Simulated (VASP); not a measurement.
Write the native input for VASP 6.6.1 that does the following.

```
Task                   : single point
Functional             : LDA
Potentials or basis    : VASP PAW LDA potentials, release 64 (W_sv)
Cutoff                 : 520 eV
k mesh                 : 15 × 15 × 8
Occupations            : fermi-dirac, width 0.1 eV
Spin                   : no spin polarisation
Dipole correction      : no
Further INCAR settings : ALGO = Normal; EDIFF = 1e-07; NBANDS = 21
```

The structure of W lies in POSCAR:

```
W
1.0
   -1.8273162502      1.8274887131      1.2884052798
    1.8274887131     -1.8273162502      1.2884052798
    3.0711467241      3.0711467241     -1.2880894138
W
2
Direct
    0.0000223358      0.9999776642      0.0000000000
    0.7499776642      0.2500223358      0.5000000000
```

One way to write it, as run:

INCAR

```
SYSTEM = W
PREC     = Accurate       ! precision mode
ENCUT    = 520            ! plane-wave cutoff, eV
EDIFF    = 1E-7           ! SCF threshold, eV
ISMEAR   = -1             ! smearing method
SIGMA    = 0.1            ! smearing width, eV
LREAL    = .FALSE.        ! projectors in reciprocal space
LASPH    = .TRUE.         ! aspherical terms in the spheres
NELM     = 80             ! most SCF steps
ALGO     = Normal         ! electronic algorithm
ISIF     = 2              ! what is computed and relaxed
LWAVE    = .FALSE.        ! write WAVECAR
LCHARG   = .FALSE.        ! write CHGCAR
NBANDS   = 21             ! bands
```

KPOINTS

```
regular mesh
0
G
  15 15 8
  0 0 0
```

Potentials or basis: VASP PAW LDA potentials, release 64 (W_sv).

Run with:

```console
$ cat potpaw_LDA.64/W_sv/POTCAR > POTCAR
$ mpirun -np 1 vasp_std > vasp.out
```

It gave:

- Pressure: 33.9 GPa
- Band gap on the k mesh: zero (bands 14 and 15 overlap by 1.55 eV)

Caveat: the cell stands under pressure; spin-orbit coupling is left out, which moves the levels of the heavy elements.

It took 6.1 min on 1 thread of Intel Xeon 8259CL, on a shared host, peak memory 0.33 GiB.
